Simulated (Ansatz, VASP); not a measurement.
## Hf: VASP beside Ansatz

```
CELL_PARAMETERS angstrom
3.19892 0.00000 0.00000
-1.59946 2.77035 0.00000
0.00000 0.00000 5.07513
ATOMIC_POSITIONS crystal
Hf 0.33333 0.66667 0.25000
Hf 0.66667 0.33333 0.75000
```

Alike in both runs: functional PBE; k mesh 8 × 8 × 4; occupations gaussian, width 0.05 eV; no spin polarisation.

Ansatz relaxed the structure, and its values are those at the end. VASP's run is a single point on that final structure, the one shown.

|  | VASP | Ansatz |
| --- | --- | --- |
| version | VASP 6.6.1 | Ansatz 0.2.0 |
| potentials or method | VASP PAW PBE potentials, release 64 (Hf_pv), cutoff 520 eV | scalar-relativistic, plane waves, PAW |
| valence electrons in the cell | 20 | 52 |

```csv
,VASP,Ansatz,Ansatz less VASP
gap on the k mesh at the Fermi level (eV),none,none,-
pressure (GPa),-0.4,0.1,+0.44
```

A gap of «none» marks a metal or a gap that the smearing closes. VASP's potentials hold 20 valence electrons a cell and Ansatz's 52, so a difference there can come from the potentials and not from the codes.

Neither program's run includes spin-orbit coupling.
